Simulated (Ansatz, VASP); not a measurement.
## One calculation of C, two programs

INCAR

```
PREC = Accurate
ENCUT = 520
EDIFF = 1E-6
ISMEAR = 0
SIGMA = 0.15
LREAL = F
LASPH = T
NELM = 60
ALGO = Normal
ISIF = 2
LWAVE = F
LCHARG = F
GGA = PE
NBANDS = 16
```

Contents of KPOINTS:

```
Automatic mesh
0
Gamma
  21 21 6
```

Contents of POSCAR:

```
C
1.0
    1.2780117884     -2.0983270930      0.0000000000
    1.2780117884      2.0983270930      0.0000000000
    0.0000000000      0.0000000000      8.5532758919
C
4
Direct
    0.0833329406      0.9166670594      0.7503043452
    0.5833329406      0.4166670594      0.2496956548
    0.9166670594      0.0833329406      0.2496956548
    0.4166670594      0.5833329406      0.7503043452
```

Input for Ansatz:

```yaml
crystal:
  lattice:
    - [1.2780117884, -2.098327093, 0.0]
    - [1.2780117884, 2.098327093, 0.0]
    - [0.0, 0.0, 8.5532758919]
  atoms:
    - { symbol: C, position: [0.0833329406, 0.9166670594, 0.7503043452] }
    - { symbol: C, position: [0.5833329406, 0.4166670594, 0.2496956548] }
    - { symbol: C, position: [0.9166670594, 0.0833329406, 0.2496956548] }
    - { symbol: C, position: [0.4166670594, 0.5833329406, 0.7503043452] }
basis:
  ecutwfc: 520.0
kpoints:
  mp_grid: { grid: [21, 21, 6] }
hamiltonian:
  xc: pbe
  pseudopotentials: { kind: paw, azcp: { folder: soft_1 } }
scf:
  occupations: { method: gaussian, width: 0.15 }
output:
  forces: true
  stress: true
  eigenvalues: true
```

Change from the starting cell: volume 11.469 Å^3 an atom, stretch along a over the lengths across it, relative to the relaxed cell 1.0549.

Alike in both runs: task single point; functional PBE; k mesh 21 × 21 × 6; occupations gaussian, width 0.15 eV; no spin polarisation.

|  | VASP | Ansatz |
| --- | --- | --- |
| version | VASP 6.6.1 | Ansatz 0.2.0 |
| potentials or method | VASP PAW PBE potentials, release 64 (C), cutoff 520 eV | scalar-relativistic, plane waves, PAW |
| valence electrons in the cell | 16 | 16 |

Ansatz gave:

```
gap on the k mesh at the Fermi level (eV)                     : 0.51
least direct gap on the mesh (eV)                             : 0.51
pressure (GPa)                                                : -5.0
traceless stress, the component that is largest in VASP (GPa) : -20.54
rms of the force components (eV/Å)                            : 0.321
```

Problem. What did VASP give for the same quantities?

Solution. gap on the k mesh at the Fermi level (eV): 0.51; least direct gap on the mesh (eV): 0.51; pressure (GPa): -4.7; traceless stress, the component that is largest in VASP (GPa): -20.39; rms of the force components (eV/Å): 0.327.

Atom by atom the forces differ by 0.006 eV/Å (rms over components). With one functional, cell and mesh, what is left measures potentials, basis and numerics.
